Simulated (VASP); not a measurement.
# GaSb (Immm) in VASP: a series of runs

The runs below take GaSb through single point, with r2SCAN.

All numbers are computed with VASP 6.6.1; they aren't measurements. Logs are shortened: lines on timing, memory, paths and dates and some standing lists are left out, and cuts for length are marked.

**1. The cell of the first run**

It takes space group Immm (No. 71, orthorhombic). Conventional cell: a = 3.027 Å, b = 5.203 Å, c = 5.628 Å, α = 90.00°, β = 90.00°, γ = 90.00°. Ga (site symmetry mmm) has 6 Sb at 2.81 to 3.01 Å and 2 Ga at 3.03 Å within 3.7 Å. Within 3.7 Å of Sb (site symmetry mmm) lie 6 Ga at 2.81 to 3.01 Å and 2 Sb at 3.03 Å.

**2. Single point, r2SCAN**

POSCAR reads:

```
GaSb
1.0
   -1.5132519273      2.6016780279      2.8140038946
    1.5132519273     -2.6016780279      2.8140038946
    1.5132519273      2.6016780279     -2.8140038946
Ga Sb
1 1
Direct
    0.0000000000      0.0000000000      0.0000000000
    0.5000000000      0.5000000000      0.0000000000
```

INCAR.step1 reads:

```
SYSTEM = GaSb
ALGO = Normal
EDIFF = 1E-4
ENCUT = 520
GGA = PE
ISMEAR = -1
LASPH = .True.
LCHARG = .False.
LREAL = .False.
LWAVE = .True.
NBANDS = 16
NELM = 100
PREC = Accurate
SIGMA = 0.1
```

INCAR.step2 reads:

```
SYSTEM = GaSb
ALGO = Normal
EDIFF = 1E-6
ENCUT = 520
ISIF = 2
ISMEAR = -1
ISTART = 1
LASPH = .True.
LCHARG = .False.
LMIXTAU = .True.
LREAL = .False.
LWAVE = .False.
METAGGA = R2SCAN
NBANDS = 16
NELM = 100
PREC = Accurate
SIGMA = 0.1
```

KPOINTS reads:

```
k-points
0
Gamma
  6 6 6
  0 0 0
```

Potentials or basis: VASP PAW PBE potentials, release 64 (Ga_d, Sb).

On the command line:

```sh
cat potpaw_PBE.64/Ga_d/POTCAR potpaw_PBE.64/Sb/POTCAR > POTCAR
cp INCAR.step1 INCAR
mpirun -np 1 vasp_std > vasp.out
cp INCAR.step2 INCAR
mpirun -np 1 vasp_std > vasp.out
```

OUTCAR:

```text
SYSTEM = GaSb
   EDIFF = 1E-6
   ENCUT = 520
   ISIF = 2
   ISMEAR = -1
   ISTART = 1
   LASPH = .True.
   LREAL = .False.
   METAGGA = R2SCAN
   NELM = 100
   PREC = Accurate

 ion  position               nearest neighbor table
   1  0.000  0.000  0.000-   2 2.81   2 2.81   2 3.01   2 3.01   2 3.01   2 3.01
   2  0.500  0.500  0.000-   1 2.81   1 2.81   1 3.01   1 3.01   1 3.01   1 3.01

  LATTYP: Found a body centered orthorhombic cell.
 ALAT       =     3.0265038546
 B/A-ratio  =     1.7192629865
 C/A-ratio  =     1.8595739704

  Lattice vectors:

 A1 = (  -1.5132519273,   2.6016780279,   2.8140038946)
 A2 = (   1.5132519273,  -2.6016780279,   2.8140038946)
 A3 = (   1.5132519273,   2.6016780279,  -2.8140038946)

Analysis of symmetry for initial positions (statically):
=====================================================================
 Subroutine PRICEL returns:
 Original cell was already a primitive cell.

 Routine SETGRP: Setting up the symmetry group for a
 body centered orthorhombic supercell.

 Subroutine GETGRP returns: Found  8 space group operations
 (whereof  8 operations were pure point group operations)
 out of a pool of  8 trial point group operations.

The static configuration has the point symmetry D_2h.

Analysis of symmetry for dynamics (positions and initial velocities):
=====================================================================
 Subroutine PRICEL returns:
 Original cell was already a primitive cell.

 Routine SETGRP: Setting up the symmetry group for a
 body centered orthorhombic supercell.

 Subroutine GETGRP returns: Found  8 space group operations
 (whereof  8 operations were pure point group operations)
 out of a pool of  8 trial point group operations.

The dynamic configuration has the point symmetry D_2h.

 Subroutine INISYM returns: Found  8 space group operations
 (whereof  8 operations are pure point group operations),
 and found     1 'primitive' translations

----------------------------------------------------------------------------------------

                                     Primitive cell

  volume of cell :      44.3149

  direct lattice vectors                    reciprocal lattice vectors
    -1.513251927  2.601678028  2.814003895     0.000000000  0.192183658  0.177682768
     1.513251927 -2.601678028  2.814003895     0.330414250  0.000000000  0.177682768
     1.513251927  2.601678028 -2.814003895     0.330414250  0.192183658  0.000000000

[... 82 lines left out ...]
   NELM   =    100;   NELMIN=  2; NELMDL=  0     # of ELM steps
   EDIFF  = 0.1E-05   stopping-criterion for ELM
   LREAL  =      F    real-space projection
   EDIFFG = 0.1E-04   stopping-criterion for IOM
   NSW    =      0    number of steps for IOM
   IBRION =     -1    ionic relax: 0-MD 1-quasi-New 2-CG
   NFREE  =      0    steps in history (QN), initial steepest desc. (CG)
   ISIF   =      2    stress and relaxation
   ISYM   =      2    0-nonsym 1-usesym 2-fastsym
   POTIM  = 0.5000    time-step for ionic-motion
   TEBEG  =    0.0;   TEEND  =   0.0 temperature during run
   PSTRESS=    0.0 pullay stress
   NELECT =      18.0000    total number of electrons
   NUPDOWN=      -1.0000    fix difference up-down
   EMIN   =  10.00;   EMAX   =-10.00  energy-range for DOS
   EFERMI =   0.00;   METHOD = LEGACY
   ISMEAR =    -1;   SIGMA  =   0.10  broadening in eV -4-tet -1-fermi 0-gaus
   EFERMI_NEDOS =   21; number of points for ismear=-14 and -15
   IALGO  =     38    algorithm
   IMIX   =      4    mixing-type and parameters
     AMIX     =   0.40;   BMIX     =  1.00
     AMIX_MAG =   1.60;   BMIX_MAG =  1.00
  volume/ion in A,a.u.               =      22.16       149.53
  Fermi-wavevector in a.u.,A,eV,Ry     =   1.212409  2.291121 19.999690  1.469936
  Thomas-Fermi vector in A             =   2.347894
   LORBIT       =      0    0 simple, 1 ext, 2 COOP (PROOUT), +10 PAW based schemes
   METAGGA = R2SCAN    functional components
   LHFCALC =     F    Hartree Fock is set to
   AEXX    =    0.0000 exact exchange contribution
   IVDW    =     0    specifies the selected vdW correction
   LEPSILON=     F    determine dielectric tensor
   LRPA    =     F    only Hartree local field effects (RPA)
 non-spin polarized calculation
  energy-cutoff  :      520.00
  volume of cell :       44.31
 maximum number of plane-waves:      1207
 NGX is ok and might be reduce to    32
   NGX = 15   NGY = 15   NGZ = 15

 number of electron      18.0000010 magnetization

 Free energy of the ion-electron system (eV)
  ---------------------------------------------------
  ext. energy  EPLUGINS =         0.00000000
  ---------------------------------------------------
  free energy    TOTEN  =       -36.97058699 eV

  energy without entropy =      -36.95258205  energy(sigma->0) =      -36.96158452

 E-fermi :   7.7868     XC(G=0): -11.3849

 val. band max:        7.7093388774   @ k =   0.5000   0.5000   0.3333
 cond. band min:       7.8840355282   @ k =   0.5000   0.5000   0.1667
 fundamental gap:      0.1746966508
 Fermi energy:         7.7868226853

 k-point     1 :       0.0000    0.0000    0.0000
  band No.  band energies     occupation
      1      -8.0843      2.00000
      2      -7.9756      2.00000
      3      -7.9687      2.00000
      4      -7.9382      2.00000
      5      -7.8936      2.00000
      6      -5.7357      2.00000
[... 433 lines left out ...]
      3      -7.9790      2.00000
      4      -7.9379      2.00000
      5      -7.8766      2.00000
      6      -0.7521      2.00000
[... 8 lines left out ...]
     15      15.5597      0.00000
     16      18.3120      0.00000

 [... further k-points ...]

------------------------ aborting loop because EDIFF is reached ----------------------------------------

  FORCE on cell =-STRESS in cart. coord.  units (eV):
  Direction    XX          YY          ZZ          XY          YZ          ZX
  --------------------------------------------------------------------------------------
  -------------------------------------------------------------------------------------
  Total        0.5806923      1.0021578      1.5818784     -0.0000000      0.0000000      0.0000000
  in kB       20.9945809     36.2324096     57.1918579     -0.0000000      0.0000000      0.0000000
  external PRESSURE =      38.1396161 kB  Pullay stress =       0.0000000 kB

 VOLUME and BASIS-vectors are now :
 -----------------------------------------------------------------------------
  energy-cutoff  :      520.00
  volume of cell :       44.31
      direct lattice vectors                 reciprocal lattice vectors
    -1.513251927  2.601678028  2.814003895     0.000000000  0.192183658  0.177682768
     1.513251927 -2.601678028  2.814003895     0.330414250  0.000000000  0.177682768
     1.513251927  2.601678028 -2.814003895     0.330414250  0.192183658  0.000000000

 POSITION                                       TOTAL-FORCE (eV/Angst)
 -----------------------------------------------------------------------------------
      0.00000      0.00000      0.00000         0.000000      0.000000      0.000000
      0.00000      0.00000      2.81400        -0.000000     -0.000000     -0.000000
 -----------------------------------------------------------------------------------
    total drift:                                0.000000     -0.000000     -0.000000

  FREE ENERGIE OF THE ION-ELECTRON SYSTEM (eV)
  ---------------------------------------------------
  free  energy   TOTEN  =       -36.9705869913 eV

  energy  without entropy=      -36.9525820465  energy(sigma->0) =      -36.96158452
```

OUTCAR.step1:

```text
SYSTEM = GaSb
   EDIFF = 1E-4
   ENCUT = 520
   GGA = PE
   ISMEAR = -1
   LASPH = .True.
   LREAL = .False.
[... 678 lines left out ...]
      0.00000      0.00000      0.00000         0.000000      0.000000      0.000000
      0.00000      0.00000      2.81400        -0.000000     -0.000000     -0.000000
 -----------------------------------------------------------------------------------
    total drift:                               -0.000000      0.000000      0.000000

  FREE ENERGIE OF THE ION-ELECTRON SYSTEM (eV)
  ---------------------------------------------------
  free  energy   TOTEN  =        -6.9428289648 eV

  energy  without entropy=       -6.9230238104  energy(sigma->0) =       -6.93292639
```

Run time: 63 s. Hardware: 1 thread of Intel Xeon 6975P-C (Granite Rapids), shared host; peak memory 0.2 GiB.

Results:

| Quantity | Value |
| --- | --- |
| Free energy | -36.9706 eV |
| Pressure | 3.8 GPa |
| Band gap on the k mesh | zero (bands 9 and 10 overlap by 5.18 eV) |

Caveat: the k points lie up to 0.39 Å⁻¹ apart, too coarse for converged energies and pressures of a metal; the PAW data sets were made with another functional, which shifts forces and pressure a little; spin-orbit coupling is left out, which moves the levels of the heavy elements.

**3. Single point, r2SCAN**

This run uses another cell than the first one, of 22.80 Å³/atom.

POSCAR reads:

```
GaSb
1.0
   -1.5277336869      2.6265759812      2.8409337978
    1.5277336869     -2.6265759812      2.8409337978
    1.5277336869      2.6265759812     -2.8409337978
Ga Sb
1 1
Direct
    0.0000000000      0.0000000000      0.0000000000
    0.5000000000      0.5000000000      0.0000000000
```

INCAR.step1 reads:

```
SYSTEM = GaSb
  PREC = Accurate
  ENCUT = 520
  ISMEAR = -1
  SIGMA = 0.1
  LREAL = .FALSE.
  LASPH = .TRUE.
  NELM = 60
  NBANDS = 16
  GGA = PE
  ALGO = Normal
  EDIFF = 1E-4
  LWAVE = .TRUE.
  LCHARG = .FALSE.
```

INCAR.step2 reads:

```
SYSTEM = GaSb
  PREC = Accurate
  ENCUT = 520
  EDIFF = 1E-7
  ISMEAR = -1
  SIGMA = 0.1
  LREAL = .FALSE.
  LASPH = .TRUE.
  NELM = 60
  ALGO = Normal
  ISIF = 2
  LWAVE = .FALSE.
  LCHARG = .FALSE.
  METAGGA = R2SCAN
  LMIXTAU = .TRUE.
  NBANDS = 16
  ISTART = 1
```

KPOINTS reads:

```
Automatic mesh
0
G
  6 6 6
  0 0 0
```

Potentials or basis: VASP PAW PBE potentials, release 64 (Ga_d, Sb).

On the command line:

```sh
cat potpaw_PBE.64/Ga_d/POTCAR potpaw_PBE.64/Sb/POTCAR > POTCAR
cp INCAR.step1 INCAR
mpirun -np 1 vasp_std > vasp.out
cp INCAR.step2 INCAR
mpirun -np 1 vasp_std > vasp.out
```

Run time: 70 s. Hardware: 1 thread of Intel Xeon 6975P-C (Granite Rapids), shared host; peak memory 0.2 GiB.

Results (log left out):

```yaml
Free_energy: -36.9926 eV
Pressure: 1.8 GPa
Band_gap_on_the_k_mesh: zero (bands 9 and 10 overlap by 4.96 eV)
```

Stress tensor (GPa, compression positive):
```
0.03 0.00 0.00
0.00 1.65 0.00
0.00 0.00 3.57
```

Levels at points of the mesh, in eV from the Fermi level:
| k point | band 5 | band 6 | band 7 | band 8 | band 9 | band 10 | band 11 | band 12 | band 13 | band 14 |
| --- | --- | --- | --- | --- | --- | --- | --- | --- | --- | --- |
| (0.00, 0.00, 0.00) | -15.63 | -13.26 | -3.34 | -2.86 | -2.32 | 3.37 | 5.73 | 6.40 | 8.05 | 8.58 |
| (0.50, 0.00, 0.00) | -15.63 | -11.66 | -9.08 | -0.64 | 1.23 | 2.15 | 2.61 | 5.07 | 7.35 | 9.19 |
| (0.00, 0.50, 0.00) | -15.62 | -8.75 | -6.89 | -2.53 | -0.82 | -0.69 | 0.77 | 3.05 | 3.78 | 9.29 |
| (0.50, 0.50, 0.00) | -15.61 | -8.69 | -5.98 | -3.18 | -2.76 | -2.32 | 3.30 | 3.89 | 6.87 | 7.60 |
| (0.50, 0.50, 0.50) | -15.62 | -10.43 | -6.63 | -5.97 | -5.71 | 3.30 | 7.33 | 10.39 | 11.28 | 11.31 |

Caveat: the k points lie up to 0.39 Å⁻¹ apart, too coarse for converged energies and pressures of a metal; the PAW data sets were made with another functional, which shifts forces and pressure a little; spin-orbit coupling is left out, which moves the levels of the heavy elements.

**4. Single point, r2SCAN**

This run uses another cell than the first one, of 23.44 Å³/atom.

POSCAR reads:

```
GaSb
1.0
   -1.5419459792      2.6510106493      2.8673626066
    1.5419459792     -2.6510106493      2.8673626066
    1.5419459792      2.6510106493     -2.8673626066
Ga Sb
1 1
Direct
    0.0000000000      0.0000000000      0.0000000000
    0.5000000000      0.5000000000      0.0000000000
```

INCAR.step1 reads:

```
SYSTEM = GaSb
PREC = Accurate
ENCUT = 520
ISMEAR = -1
SIGMA = 0.1
LREAL = .False.
LASPH = .True.
NELM = 80
NBANDS = 16
GGA = PE
ALGO = Normal
EDIFF = 1E-4
LWAVE = .True.
LCHARG = .False.
```

INCAR.step2 reads:

```
SYSTEM = GaSb
PREC = Accurate
ENCUT = 520
EDIFF = 1E-7
ISMEAR = -1
SIGMA = 0.1
LREAL = .False.
LASPH = .True.
NELM = 80
ALGO = Normal
ISIF = 2
LWAVE = .False.
LCHARG = .True.
METAGGA = R2SCAN
LMIXTAU = .True.
LELF = .True.
LVHAR = .True.
NBANDS = 16
ISTART = 1
```

KPOINTS reads:

```
regular mesh
0
Gamma
  6 6 6
  0 0 0
```

Potentials or basis: VASP PAW PBE potentials, release 64 (Ga_d, Sb).

On the command line:

```sh
cat potpaw_PBE.64/Ga_d/POTCAR potpaw_PBE.64/Sb/POTCAR > POTCAR
cp INCAR.step1 INCAR
mpirun -np 1 vasp_std > vasp.out
cp INCAR.step2 INCAR
mpirun -np 1 vasp_std > vasp.out
```

OUTCAR:

```text
SYSTEM = GaSb
   PREC = Accurate
   ENCUT = 520
   EDIFF = 1E-7
   ISMEAR = -1
   LREAL = .False.
   LASPH = .True.
   NELM = 80
   ISIF = 2
   METAGGA = R2SCAN
   ISTART = 1

 ion  position               nearest neighbor table
   1  0.000  0.000  0.000-   2 2.87   2 2.87   2 3.07   2 3.07   2 3.07   2 3.07
   2  0.500  0.500  0.000-   1 2.87   1 2.87   1 3.07   1 3.07   1 3.07   1 3.07

  LATTYP: Found a body centered orthorhombic cell.
 ALAT       =     3.0838919584
 B/A-ratio  =     1.7192629866
[... 646 lines left out ...]
------------------------ aborting loop because EDIFF is reached ----------------------------------------

  FORCE on cell =-STRESS in cart. coord.  units (eV):
  Direction    XX          YY          ZZ          XY          YZ          ZX
  --------------------------------------------------------------------------------------
  -------------------------------------------------------------------------------------
  Total       -0.5130120      0.0049980      0.5037417      0.0000000      0.0000000      0.0000000
  in kB      -17.5313301      0.1707998     17.2145320      0.0000000      0.0000000      0.0000000
  external PRESSURE =      -0.0486661 kB  Pullay stress =       0.0000000 kB

 VOLUME and BASIS-vectors are now :
 -----------------------------------------------------------------------------
  energy-cutoff  :      520.00
  volume of cell :       46.88
      direct lattice vectors                 reciprocal lattice vectors
    -1.541945979  2.651010649  2.867362607     0.000000000  0.188607315  0.174376271
     1.541945979 -2.651010649  2.867362607     0.324265575  0.000000000  0.174376271
     1.541945979  2.651010649 -2.867362607     0.324265575  0.188607315  0.000000000

 POSITION                                       TOTAL-FORCE (eV/Angst)
 -----------------------------------------------------------------------------------
      0.00000      0.00000      0.00000         0.000000      0.000000      0.000000
      0.00000      0.00000      2.86736        -0.000000     -0.000000     -0.000000
 -----------------------------------------------------------------------------------
    total drift:                               -0.000000     -0.000000     -0.000000

  FREE ENERGIE OF THE ION-ELECTRON SYSTEM (eV)
  ---------------------------------------------------
  free  energy   TOTEN  =       -36.9993143333 eV

  energy  without entropy=      -36.9786420163  energy(sigma->0) =      -36.98897817
```

OUTCAR.step1:

```text
SYSTEM = GaSb
   PREC = Accurate
   ENCUT = 520
   ISMEAR = -1
   LREAL = .False.
   LASPH = .True.
[... 678 lines left out ...]
      0.00000      0.00000      0.00000        -0.000000      0.000000     -0.000000
      0.00000      0.00000      2.86736         0.000000      0.000000      0.000000
 -----------------------------------------------------------------------------------
    total drift:                               -0.000000     -0.000000     -0.000000

  FREE ENERGIE OF THE ION-ELECTRON SYSTEM (eV)
  ---------------------------------------------------
  free  energy   TOTEN  =        -6.9990692386 eV

  energy  without entropy=       -6.9767387737  energy(sigma->0) =       -6.98790401
```

OSZICAR.step1:

```text
N       E                     dE             d eps       ncg     rms          rms(c)
DAV:   1     0.790314760829E+02    0.79031E+02   -0.86512E+03  1512   0.150E+03
DAV:   2    -0.128168522950E+01   -0.80313E+02   -0.77415E+02  1728   0.305E+02
DAV:   3    -0.692389941438E+01   -0.56422E+01   -0.56185E+01  1824   0.613E+01
DAV:   4    -0.701497358695E+01   -0.91074E-01   -0.91059E-01  1752   0.861E+00
DAV:   5    -0.701691036885E+01   -0.19368E-02   -0.19367E-02  1984   0.114E+00    0.244E+00
DAV:   6    -0.700181680409E+01    0.15094E-01   -0.31966E-02  1912   0.290E+00    0.138E+00
DAV:   7    -0.699906288613E+01    0.27539E-02   -0.11737E-02  2088   0.122E+00    0.207E-01
DAV:   8    -0.699906165403E+01    0.12321E-05   -0.14671E-03  1960   0.501E-01    0.480E-02
DAV:   9    -0.699906923859E+01   -0.75846E-05   -0.73325E-05  1416   0.696E-02
   1 F= -.69990692E+01 E0= -.69879040E+01  d E =-.223305E-01
```

It took 65 s on 1 thread of Intel Xeon 6975P-C (Granite Rapids), shared host; peak memory 0.2 GiB.

Results:

```
Free energy            : -36.9993 eV
Pressure               : 0.0 GPa
Band gap on the k mesh : zero (bands 9 and 10 overlap by 4.76 eV)
```

Levels at points of the mesh, in eV from the Fermi level:
| k point | band 5 | band 6 | band 7 | band 8 | band 9 | band 10 | band 11 | band 12 | band 13 | band 14 |
| --- | --- | --- | --- | --- | --- | --- | --- | --- | --- | --- |
| (0.00, 0.00, 0.00) | -15.58 | -13.02 | -3.40 | -2.75 | -2.23 | 3.45 | 5.55 | 6.31 | 7.87 | 8.42 |
| (0.50, 0.00, 0.00) | -15.58 | -11.48 | -8.87 | -0.61 | 1.28 | 2.08 | 2.58 | 4.94 | 7.25 | 9.10 |
| (0.00, 0.50, 0.00) | -15.57 | -8.68 | -6.73 | -2.48 | -0.75 | -0.64 | 0.85 | 2.93 | 3.73 | 9.19 |
| (0.50, 0.50, 0.00) | -15.57 | -8.63 | -5.78 | -3.22 | -2.65 | -2.23 | 3.38 | 3.85 | 6.73 | 7.54 |
| (0.50, 0.50, 0.50) | -15.58 | -10.32 | -6.53 | -5.77 | -5.51 | 3.25 | 7.28 | 10.14 | 10.96 | 10.98 |

Caveat: the k points lie up to 0.39 Å⁻¹ apart, too coarse for converged energies and pressures of a metal; the PAW data sets were made with another functional, which shifts forces and pressure a little; spin-orbit coupling is left out, which moves the levels of the heavy elements.

**5. The runs side by side**

| cell | gap on the mesh (eV) | pressure (GPa) |
| --- | --- | --- |
| a = 4.120 Å, angles 136.9, 101.7, 93.9°, 2 atoms | none | 3.8 |
| a = 4.160 Å, angles 136.9, 101.7, 93.9°, 2 atoms | none | 1.8 |
| a = 4.198 Å, angles 136.9, 101.7, 93.9°, 2 atoms | none | 0.0 |

Alike in all rows: task single point; level r2SCAN; potentials or basis VASP PAW PBE potentials, release 64 (Ga_d, Sb); no spin polarisation; k mesh 6 × 6 × 6; cutoff (eV) 520; smearing fermi-dirac 0.1 eV.

Caveats: all runs use coarse meshes; the PAW data sets were made with another functional, which shifts forces and pressure a little; spin-orbit coupling is left out, which moves the levels of the heavy elements.

Absolute energies hang on the potentials; compare differences alone.
